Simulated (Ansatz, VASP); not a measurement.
Two plane-wave programs on In

```
In
1.0
    -1.90711    1.90711    1.90711
     1.90711   -1.90711    1.90711
     1.90711    1.90711   -1.90711
In
1
Direct
  0.00000 0.00000 0.00000
```

Alike in both runs: task single point; functional BLYP; k mesh 18 × 18 × 18; occupations fermi-dirac, width 0.1 eV; no spin polarisation.

|  | VASP | Ansatz |
| --- | --- | --- |
| version | VASP 6.6.1 | Ansatz 0.2.0 |
| potentials or method | VASP PAW PBE potentials, release 64 (In_d), cutoff 520 eV | plane waves (420 eV) with PAW, scalar-relativistic |
| valence electrons in the cell | 13 | 13 |

|  | VASP | Ansatz | Ansatz less VASP |
| --- | --- | --- | --- |
| pressure (GPa) | 3.8 | 3.8 | +0.02 |

VASP's potentials were made for PBE, not for BLYP.
